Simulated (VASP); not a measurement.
Runs of VASP 6.6.1 on CoO. The structure is that of space group Fm-3m (No. 225), or close to it. The cells are those of the table. 

```csv
task,level,potentials or basis,U,cell,k mesh,cutoff (eV),gap on the mesh (eV),pressure (GPa),moment (μB)
single point,LDA,"VASP PAW LDA potentials, release 64 (Co, O)",-,"a = 2.887 Å, angles 120.0, 120.0, 90.0°, 2 atoms",12 × 12 × 12,520,none,-3.5,1.98
single point,PBE,"VASP PAW PBE potentials, release 64 (Co, O)",-,"a = 2.937 Å, angles 119.6, 119.6, 90.7°, 2 atoms",12 × 12 × 12,520,none,9.7,2.59
single point,PBE+U,"VASP PAW PBE potentials, release 64 (Co, O)",Co d U = 7.0 eV,"a = 2.998 Å, angles 119.6, 119.6, 90.7°, 2 atoms",12 × 12 × 12,520,none,-1.2,3.00
single point,PBE+U,"VASP PAW PBE potentials, release 64 (Co, O)",Co d U = 1.0 eV,"a = 3.027, b = 3.051, c = 3.051 Å, angles 120.0, 120.3, 90.0°, 2 atoms",12 × 12 × 12,520,none,-5.8,2.99
single point,PBEsol+U,"VASP PAW PBE potentials, release 64 (Co, O)",Co d U = 3.5 eV,"a = 2.998 Å, angles 119.6, 119.6, 90.7°, 2 atoms",12 × 12 × 12,520,none,-8.8,3.00
single point,PBE,"VASP PAW PBE potentials, release 64 (Co, O)",-,"a = 2.978 Å, angles 119.6, 119.6, 90.7°, 2 atoms",12 × 12 × 12,520,none,(b),2.82
single point,PBE,"VASP PAW PBE potentials, release 64 (Co, O)",-,"a = 3.038 Å, angles 119.6, 119.6, 90.7°, 2 atoms",12 × 12 × 12,520,none,-6.7,2.96
single point,PBE,"VASP PAW PBE potentials, release 64 (Co, O)",-,"a = 2.998 Å, angles 119.6, 119.6, 90.7°, 2 atoms",4 × 4 × 4,520,none,-5.4,2.39
relaxation of cell and atoms,PBE+U,"VASP PAW PBE potentials, release 64 (Co, O)",Co d U = 4.0 eV,"relaxed from a = 2.998 Å, angles 119.6, 119.6, 90.7°, 2 atoms",12 × 12 × 12,600,none,0.0,3.00
single point,PBE+U,"VASP PAW PBE potentials, release 64 (Co, O)",Co d U = 4.0 eV,"a = 3.049, b = 3.079, c = 3.079 Å, angles 120.0, 120.3, 90.0°, 2 atoms",12 × 12 × 12,520,none,(a),3.00
```

Alike in all rows: spin collinear, ferromagnetic start; smearing fermi-dirac 0.05 eV.

Problem. Fill in the values left out.

Solution. (a) -8.1; (b) 2.8.

Caveats: some runs use coarse meshes; a cell with one magnetic atom can't hold antiferromagnetic order, which such compounds often take; semilocal functionals often make such compounds metallic where correlation or magnetic order opens a gap, which also shifts bond lengths (at least some runs); the cell stands under tension (at least some runs); the cell stands under pressure (at least some runs); the stress differs along the axes, from -6 to 1 GPa (at least some runs); the stress differs along the axes, from -14 to -6 GPa (at least some runs); the PAW data sets were made with another functional, which shifts forces and pressure a little (at least some runs).

A gap of «none» marks levels without a gap at the run's occupations.
